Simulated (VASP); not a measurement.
A run of VASP 6.6.1:

File INCAR:

```
PREC = Accurate
ENCUT = 520
EDIFF = 1E-8
ISMEAR = -1
SIGMA = 0.05
LREAL = False
LASPH = True
NELM = 80
ALGO = Normal
ISIF = 2
LWAVE = False
LCHARG = True
GGA = PE
NBANDS = 15
IBRION = 8
NSW = 1
```

File KPOINTS:

```
Automatic mesh
0
Gamma
  8 8 8
```

File POSCAR:

```
PtSe
1.0
    0.0000000000      3.0374472300      3.0374472300
    3.0374472300      0.0000000000      3.0374472300
    3.0374472300      3.0374472300      0.0000000000
Pt Se
1 1
Direct
    0.0000000000      0.0000000000      0.0000000000
    0.2500000000      0.2500000000      0.2500000000
```

Potentials or basis: VASP PAW PBE potentials, release 64 (Pt, Se).

Launch:

```sh
$ cat potpaw_PBE.64/Pt/POTCAR potpaw_PBE.64/Se/POTCAR > POTCAR
$ mpirun -np 1 vasp_std > vasp.out
```

Hardware: 1 thread of Intel(R) Xeon(R) Platinum 8488C (Sapphire Rapids) (shared host).

Task: Estimate the wall time of this run.

Result: It took 4.5 min on 1 thread of Intel(R) Xeon(R) Platinum 8488C (Sapphire Rapids), on a shared host, peak memory 0.35 GiB. Counts: scf iterations 41, k points 29.
